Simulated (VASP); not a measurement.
GaAs, 2 atoms in the cell. Symmetry: F-43m, No. 216, cubic system. Conventional cell: a = 5.659 Å, b = 5.659 Å, c = 5.659 Å, α = 90.00°, β = 90.00°, γ = 90.00°. Within 3.2 Å of Ga (site symmetry -43m) lie 4 As at 2.45 Å. As (site symmetry -43m) has 4 Ga at 2.45 Å within 3.2 Å. 

* Program: VASP 6.6.1
* Task: single point
* Functional: PBEsol
* Potentials or basis: VASP PAW PBE potentials, release 64 (Ga_d, As)
* Cutoff: 520 eV
* k mesh: 10 × 10 × 10
* Occupations: gaussian, width 0.05 eV
* Spin: no spin polarisation
* Dipole correction: no
* Further INCAR settings: ALGO = Normal; EDIFF = 1e-06; NBANDS = 16

Potentials or basis: VASP PAW PBE potentials, release 64 (Ga_d, As).

Launch:

```bash
$ cat potpaw_PBE.64/Ga_d/POTCAR potpaw_PBE.64/As/POTCAR > POTCAR
$ mpirun -np 1 vasp_std > vasp.out
```

Hardware: 1 thread of Intel Xeon 8259CL (shared host).

Question: Estimate the wall time of this run.

Answer: It took 50 s on 1 thread of Intel Xeon 8259CL, with other jobs on the host, peak memory 0.19 GiB. Counts: scf iterations 12, k points 47.
